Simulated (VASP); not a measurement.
# TaRu2: relaxation of cell and atoms with PBE

TaRu2:

```
Ta Ru
1.0
     0.00000    3.61684    3.61684
     3.61684    0.00000    3.61684
     3.61684    3.61684    0.00000
Ta Ru
2 4
Direct
  0.00000 0.00000 0.00000
  0.25000 0.25000 0.25000
  0.62500 0.62500 0.62500
  0.12500 0.62500 0.62500
  0.62500 0.62500 0.12500
  0.62500 0.12500 0.62500
```

The cell was generated, and may not be a known phase.

```yaml
Program: VASP 6.6.1
Task: relaxation of cell and atoms
Functional: PBE
Potentials_or_basis: VASP PAW PBE potentials, release 64 (Ta_pv, Ru_pv)
Cutoff: 600 eV
k_mesh: 10 × 10 × 10
Occupations: gaussian, width 0.1 eV
Spin: no spin polarisation
Dipole_correction: no
Further_INCAR_settings: ALGO = Fast; EDIFF = 1e-07; IBRION = 2; EDIFFG = -0.01; NSW = 100; ISIF = 3
```

```
Relaxed volume                        : 15.58 Å³/atom
Relaxed cell                          : a = 5.094 Å, b = 5.094 Å, c = 5.094 Å, α = 60.00°, β = 60.00°, γ = 60.00°
Space group after relaxing (to 0.1 Å) : Fd-3m (No. 227)
Energy gained by relaxing             : 2.0 meV/atom
Ionic steps                           : 3
Pressure after relaxing               : 0.0 GPa
Band gap on the k mesh                : zero (bands 39 and 40 overlap by 0.59 eV)
```

The path:
```
step  energy change (eV)  largest force (eV/Å)  pressure (GPa)  volume (Å³)
   1              0.0000                0.0000           -3.28        94.63
   2              0.0852                0.0000           10.13        90.28
   3             -0.0121                0.0000           -0.05        93.47
```

Final structure:
```
CELL_PARAMETERS angstrom
0.00000 3.60204 3.60204
3.60204 0.00000 3.60204
3.60204 3.60204 0.00000
ATOMIC_POSITIONS crystal
Ta 0.00000 0.00000 0.00000
Ta 0.25000 0.25000 0.25000
Ru 0.62500 0.62500 0.62500
Ru 0.12500 0.62500 0.62500
Ru 0.62500 0.62500 0.12500
Ru 0.62500 0.12500 0.62500
```

Levels at points of the mesh, in eV from the Fermi level:
| k point | band 36 | band 37 | band 38 | band 39 | band 40 | band 41 | band 42 | band 43 |
| --- | --- | --- | --- | --- | --- | --- | --- | --- |
| (0.00, 0.00, 0.00) | -0.79 | -0.57 | -0.57 | -0.30 | -0.30 | -0.30 | 1.61 | 1.61 |
| (0.50, 0.00, 0.00) | -0.55 | -0.44 | -0.13 | -0.13 | 0.07 | 0.07 | 0.37 | 0.37 |
| (0.50, 0.50, 0.00) | -2.33 | -0.34 | -0.34 | -0.30 | -0.30 | -0.22 | -0.22 | 1.33 |

Run time: 25 min on 1 thread of Intel(R) Xeon(R) Platinum 8259CL CPU @ 2.50GHz (Skylake/Cascade Lake), on a shared host, peak memory 0.4 GiB.

Caveat: spin-orbit coupling is left out, which moves the levels of the heavy elements.
